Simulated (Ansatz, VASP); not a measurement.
# One calculation of Y2C, two programs

```xyz
3
Lattice="1.8124 1.0464 5.9281 -1.8124 1.0464 5.9281 0.0000 -2.0928 5.9281" Properties=species:S:1:pos:R:3 pbc="T T T"
Y     0.0000    0.0000    4.5871
Y     0.0000    0.0000   13.1972
C     0.0000    0.0000    0.0000
```

Change from the starting cell: zz strain of -1 %.

Alike in both runs: task single point; functional PBEsol; k mesh 11 × 11 × 11; occupations fermi-dirac, width 0.05 eV; no spin polarisation.

|  | VASP | Ansatz |
| --- | --- | --- |
| version | VASP 6.6.1 | Ansatz 0.2.0 |
| potentials or method | VASP PAW PBE potentials, release 64 (Y_sv, C), cutoff 520 eV | all-electron LAPW, scalar-relativistic |

```csv
,VASP,Ansatz,Ansatz less VASP
pressure (GPa),-2.1,-2.0,+0.08
"traceless stress, the component that is largest in VASP (GPa)",2.31,2.31,+0.001
rms of the force components (eV/Å),0.188,0.187,-0.0008
```

VASP's potentials were made for PBE, not for PBEsol. Atom by atom the forces differ by 0.001 eV/Å (rms over components). Ansatz ran all-electron here, and VASP with PAW potentials.
